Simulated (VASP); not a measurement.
# Pb (Fd-3m) in VASP: notebook

Runs on Pb. Level: BLYP. Tasks: single point.

Program: VASP 6.6.1. These are calculated values, not measurements. Logs are shortened: lines on timing, memory, paths and dates and some standing lists are left out, and cuts for length are marked.

### 1 The cell of the first run

It takes space group Fd-3m (No. 227, cubic). The conventional cell has a = 7.426 Å, b = 7.426 Å, c = 7.426 Å, α = 90.00°, β = 90.00°, γ = 90.00°. Pb (site symmetry -43m) has 4 Pb at 3.22 Å within 4.2 Å.

This isn't the form of Pb at room conditions, which is fcc.

### 2 Single point, BLYP (51.19 Å³/atom)

Contents of INCAR:

```
AGGAC = 1.0 ; AGGAX = 1.0
ALDAC = 0.0 ; ALDAX = 1.0
ALGO = Normal ; EDIFF = 1E-7
ENCUT = 520 ; GGA = B5
ISIF = 2 ; ISMEAR = -1
LASPH = T ; LCHARG = T
LELF = T ; LREAL = F
LVHAR = T ; LWAVE = F
NBANDS = 21 ; NELM = 80
PREC = Accurate ; SIGMA = 0.1
```

Contents of KPOINTS:

```
k-points
0
Gamma
  9 9 9
```

Contents of POSCAR:

```
Pb
1.0
    0.0000000000      3.7131371785      3.7131371785
    3.7131371785      0.0000000000      3.7131371785
    3.7131371785      3.7131371785      0.0000000000
Pb
2
Direct
    0.1250000000      0.1250000000      0.1250000000
    0.8750000000      0.8750000000      0.8750000000
```

Potentials or basis: VASP PAW PBE potentials, release 64 (Pb_d).

Run with:

```sh
cat potpaw_PBE.64/Pb_d/POTCAR > POTCAR
mpirun -np 1 vasp_std > vasp.out
```

OUTCAR:

```text
EDIFF = 1E-7
   ENCUT = 520
   GGA = B5
   ISIF = 2
   ISMEAR = -1
   LASPH = T
   LREAL = F
   NELM = 80
   PREC = Accurate

 ion  position               nearest neighbor table
   1  0.125  0.125  0.125-   2 3.22   2 3.22   2 3.22   2 3.22
   2  0.875  0.875  0.875-   1 3.22   1 3.22   1 3.22   1 3.22

  LATTYP: Found a face centered cubic cell.
 ALAT       =     7.4262743570

  Lattice vectors:

 A1 = (   0.0000000000,   3.7131371785,   3.7131371785)
 A2 = (   3.7131371785,   0.0000000000,   3.7131371785)
 A3 = (   3.7131371785,   3.7131371785,   0.0000000000)

Analysis of symmetry for initial positions (statically):
=====================================================================
 Subroutine PRICEL returns:
 Original cell was already a primitive cell.

 Routine SETGRP: Setting up the symmetry group for a
 face centered cubic supercell.

 Subroutine GETGRP returns: Found 48 space group operations
 (whereof 12 operations were pure point group operations)
 out of a pool of 48 trial point group operations.

The static configuration has the point symmetry D_3d.
 The point group associated with its full space group is O_h .

Analysis of symmetry for dynamics (positions and initial velocities):
=====================================================================
 Subroutine PRICEL returns:
 Original cell was already a primitive cell.

 Routine SETGRP: Setting up the symmetry group for a
 face centered cubic supercell.

 Subroutine GETGRP returns: Found 48 space group operations
 (whereof 12 operations were pure point group operations)
 out of a pool of 48 trial point group operations.

The dynamic configuration has the point symmetry D_3d.
 The point group associated with its full space group is O_h .

 Subroutine INISYM returns: Found 48 space group operations
 (whereof 12 operations are pure point group operations),
 and found     1 'primitive' translations

----------------------------------------------------------------------------------------

                                     Primitive cell

  volume of cell :     102.3889

  direct lattice vectors                    reciprocal lattice vectors
     0.000000000  3.713137178  3.713137178    -0.134657023  0.134657023  0.134657023
     3.713137178  0.000000000  3.713137178     0.134657023 -0.134657023  0.134657023
     3.713137178  3.713137178  0.000000000     0.134657023  0.134657023 -0.134657023

  length of vectors
     5.251168957  5.251168957  5.251168957     0.233232806  0.233232806  0.233232806

  position of ions in fractional coordinates (direct lattice)
     0.125000000  0.125000000  0.125000000
     0.875000000  0.875000000  0.875000000

  ion indices of the primitive-cell ions
   primitive index   ion index
                 1           1
                 2           2

----------------------------------------------------------------------------------------

 KPOINTS: k-points

Automatic generation of k-mesh.
 Grid dimensions read from file:
 generate k-points for:    9    9    9

 Generating k-lattice:

  Cartesian coordinates                     Fractional coordinates (reciprocal lattice)
    -0.014961891  0.014961891  0.014961891     0.111111111  0.000000000  0.000000000
     0.014961891 -0.014961891  0.014961891     0.000000000  0.111111111  0.000000000
     0.014961891  0.014961891 -0.014961891     0.000000000  0.000000000  0.111111111

  Length of vectors
     0.025914756  0.025914756  0.025914756

  Shift w.r.t. Gamma in fractional coordinates (k-lattice)
     0.000000000  0.000000000  0.000000000

 Subroutine IBZKPT returns following result:
 ===========================================

 Found     35 irreducible k-points:

 Following reciprocal coordinates:
            Coordinates               Weight
  0.000000  0.000000  0.000000      1.000000
  0.111111  0.000000  0.000000      8.000000
  0.222222  0.000000  0.000000      8.000000
  0.333333  0.000000  0.000000      8.000000
  0.444444  0.000000  0.000000      8.000000
  0.111111  0.111111  0.000000      6.000000
[... 16 lines left out ...]
 -0.333333  0.333333  0.000000     12.000000
  0.444444  0.444444  0.000000      6.000000
 [... further k-points ...]
   k-points           NKPTS =     35   k-points in BZ     NKDIM =     35   number of bands    NBANDS=     21
   number of dos      NEDOS =    301   number of ions     NIONS =      2
   total plane-waves  NPLWV =  64000
   dimension x,y,z NGX =    40 NGY =   40 NGZ =   40
   dimension x,y,z NGXF=    80 NGYF=   80 NGZF=   80
   ions per type =               2
   NGX,Y,Z   is equivalent  to a cutoff of  12.66, 12.66, 12.66 a.u.
   NGXF,Y,Z  is equivalent  to a cutoff of  25.33, 25.33, 25.33 a.u.
 SYSTEM =  unknown system
   PREC   = accura    normal or accurate (medium, high low for compatibility)
   ISTART =      0    job   : 0-new  1-cont  2-samecut
   ICHARG =      2    charge: 1-file 2-atom 10-const
   ISPIN  =      1    spin polarized calculation?
   LNONCOLLINEAR =      F non collinear calculations
   LSORBIT =      F    spin-orbit coupling
   LASPH  =      T    aspherical Exc in radial PAW
   ENCUT  =  520.0 eV  38.22 Ry    6.18 a.u.   9.76  9.76  9.76*2*pi/ulx,y,z
   NELM   =     80;   NELMIN=  2; NELMDL= -5     # of ELM steps
   EDIFF  = 0.1E-06   stopping-criterion for ELM
   LREAL  =      F    real-space projection
   EDIFFG = 0.1E-05   stopping-criterion for IOM
   NSW    =      0    number of steps for IOM
   IBRION =     -1    ionic relax: 0-MD 1-quasi-New 2-CG
   NFREE  =      0    steps in history (QN), initial steepest desc. (CG)
   ISIF   =      2    stress and relaxation
   ISYM   =      2    0-nonsym 1-usesym 2-fastsym
   POTIM  = 0.5000    time-step for ionic-motion
   TEBEG  =    0.0;   TEEND  =   0.0 temperature during run
   PSTRESS=    0.0 pullay stress
   NELECT =      28.0000    total number of electrons
   NUPDOWN=      -1.0000    fix difference up-down
   EMIN   =  10.00;   EMAX   =-10.00  energy-range for DOS
   EFERMI =   0.00;   METHOD = LEGACY
   ISMEAR =    -1;   SIGMA  =   0.10  broadening in eV -4-tet -1-fermi 0-gaus
   EFERMI_NEDOS =   21; number of points for ismear=-14 and -15
   IALGO  =     38    algorithm
   IMIX   =      4    mixing-type and parameters
     AMIX     =   0.40;   BMIX     =  1.00
     AMIX_MAG =   1.60;   BMIX_MAG =  1.00
  volume/ion in A,a.u.               =      51.19       345.48
  Fermi-wavevector in a.u.,A,eV,Ry     =   1.062616  2.008054 15.363068  1.129154
  Thomas-Fermi vector in A             =   2.198073
   LORBIT       =      0    0 simple, 1 ext, 2 COOP (PROOUT), +10 PAW based schemes
   GGA     = B5    functional components
   LHFCALC =     F    Hartree Fock is set to
   AEXX    =    0.0000 exact exchange contribution
   IVDW    =     0    specifies the selected vdW correction
   LEPSILON=     F    determine dielectric tensor
   LRPA    =     F    only Hartree local field effects (RPA)
 non-spin polarized calculation
  energy-cutoff  :      520.00
  volume of cell :      102.39
 maximum number of plane-waves:      2774
   NGX = 19   NGY = 19   NGZ = 19

 number of electron      27.9999998 magnetization

 Free energy of the ion-electron system (eV)
  ---------------------------------------------------
  ext. energy  EPLUGINS =         0.00000000
  ---------------------------------------------------
  free energy    TOTEN  =        -5.60671515 eV

  energy without entropy =       -5.57562160  energy(sigma->0) =       -5.59116837

 E-fermi :   2.8853     XC(G=0):  -6.9890

 val. band max:        2.8447550492   @ k =   0.1111   0.1111   0.0000
 cond. band min:       3.0006567452   @ k =  -0.4444   0.1111   0.0000
 fundamental gap:      0.1559016959
 Fermi energy:         2.8852922063

 k-point     1 :       0.0000    0.0000    0.0000
  band No.  band energies     occupation
      1     -13.9288      2.00000
      2     -13.9288      2.00000
      3     -13.9288      2.00000
      4     -13.8808      2.00000
      5     -13.8808      2.00000
      6     -13.6453      2.00000
[... 13 lines left out ...]
     20      10.6980      0.00000
     21      10.7036      0.00000

 k-point     2 :       0.1111    0.0000    0.0000
  band No.  band energies     occupation
      1     -13.9353      2.00000
      2     -13.9353      2.00000
      3     -13.9268      2.00000
      4     -13.8718      2.00000
      5     -13.8718      2.00000
      6     -13.6631      2.00000
[... 13 lines left out ...]
     20      10.0561      0.00000
     21      10.0561      0.00000

 k-point     3 :       0.2222    0.0000    0.0000
  band No.  band energies     occupation
      1     -13.9456      2.00000
      2     -13.9456      2.00000
      3     -13.9215      2.00000
      4     -13.8554      2.00000
      5     -13.8554      2.00000
      6     -13.6794      2.00000
[... 13 lines left out ...]
     20       9.7793      0.00000
     21       9.7793      0.00000

 k-point     4 :       0.3333    0.0000    0.0000
  band No.  band energies     occupation
      1     -13.9528      2.00000
      2     -13.9528      2.00000
      3     -13.9151      2.00000
      4     -13.8423      2.00000
      5     -13.8423      2.00000
      6     -13.6905      2.00000
[... 13 lines left out ...]
     20      10.0097      0.00000
     21      10.0097      0.00000

 k-point     5 :       0.4444    0.0000    0.0000
  band No.  band energies     occupation
      1     -13.9560      2.00000
      2     -13.9560      2.00000
      3     -13.9107      2.00000
      4     -13.8359      2.00000
      5     -13.8359      2.00000
      6     -13.6955      2.00000
[... 13 lines left out ...]
     20      10.4973      0.00000
     21      10.6046      0.00000
[... 382 lines left out ...]
     20      10.6954      0.00000
     21      11.7731      0.00000

 k-point    22 :      -0.4444    0.3333    0.0000
  band No.  band energies     occupation
      1     -13.9815      2.00000
      2     -13.9674      2.00000
      3     -13.8701      2.00000
      4     -13.8039      2.00000
      5     -13.7851      2.00000
      6     -13.7577      2.00000
[... 13 lines left out ...]
     20      10.9426      0.00000
     21      10.9743      0.00000

 k-point    23 :      -0.3333    0.3333    0.0000
  band No.  band energies     occupation
      1     -13.9848      2.00000
      2     -13.9678      2.00000
      3     -13.8653      2.00000
      4     -13.7896      2.00000
      5     -13.7832      2.00000
      6     -13.7685      2.00000
[... 13 lines left out ...]
     20      10.1465      0.00000
     21      11.4846      0.00000

 k-point    24 :       0.4444    0.4444    0.0000
  band No.  band energies     occupation
      1     -13.9673      2.00000
      2     -13.9673      2.00000
      3     -13.8850      2.00000
      4     -13.8402      2.00000
      5     -13.7823      2.00000
      6     -13.7413      2.00000
[... 13 lines left out ...]
     20      10.6227      0.00000
     21      12.3491      0.00000

 [... further k-points ...]

------------------------ aborting loop because EDIFF is reached ----------------------------------------

  FORCE on cell =-STRESS in cart. coord.  units (eV):
  Direction    XX          YY          ZZ          XY          YZ          ZX
  --------------------------------------------------------------------------------------
  -------------------------------------------------------------------------------------
  Total       -0.8195754     -0.8195754     -0.8195754     -0.0000000      0.0000000      0.0000000
  in kB      -12.8246791    -12.8246791    -12.8246791     -0.0000000      0.0000000      0.0000000
  external PRESSURE =     -12.8246791 kB  Pullay stress =       0.0000000 kB

 VOLUME and BASIS-vectors are now :
 -----------------------------------------------------------------------------
  energy-cutoff  :      520.00
  volume of cell :      102.39
      direct lattice vectors                 reciprocal lattice vectors
     0.000000000  3.713137178  3.713137178    -0.134657023  0.134657023  0.134657023
     3.713137178  0.000000000  3.713137178     0.134657023 -0.134657023  0.134657023
     3.713137178  3.713137178  0.000000000     0.134657023  0.134657023 -0.134657023

 POSITION                                       TOTAL-FORCE (eV/Angst)
 -----------------------------------------------------------------------------------
      0.92828      0.92828      0.92828         0.000000     -0.000000      0.000000
      6.49799      6.49799      6.49799        -0.000000      0.000000     -0.000000
 -----------------------------------------------------------------------------------
    total drift:                                0.000000      0.000000     -0.000000

  FREE ENERGIE OF THE ION-ELECTRON SYSTEM (eV)
  ---------------------------------------------------
  free  energy   TOTEN  =        -5.6067151474 eV

  energy  without entropy=       -5.5756216010  energy(sigma->0) =       -5.59116837
```

It took 1.7 min on 1 thread of Intel Xeon 6455B, shared host; peak memory 0.26 GiB.

Results:

- Free energy: -5.6067 eV
- Pressure: -1.3 GPa
- Band gap on the k mesh: zero (bands 14 and 15 overlap by 0.82 eV)

Levels at points of the mesh, in eV from the Fermi level:
```
           k point  band 10  band 11  band 12  band 13  band 14  band 15  band 16  band 17  band 18  band 19
(0.00, 0.00, 0.00)   -16.53   -10.00    -5.11     0.34     0.34     0.34     2.20     2.20     2.20     4.24
```

Caveat: the PAW data sets were made with another functional, which shifts forces and pressure a little; spin-orbit coupling is left out, which moves the levels of the heavy elements.

(Part 1 of 2 ends here.)
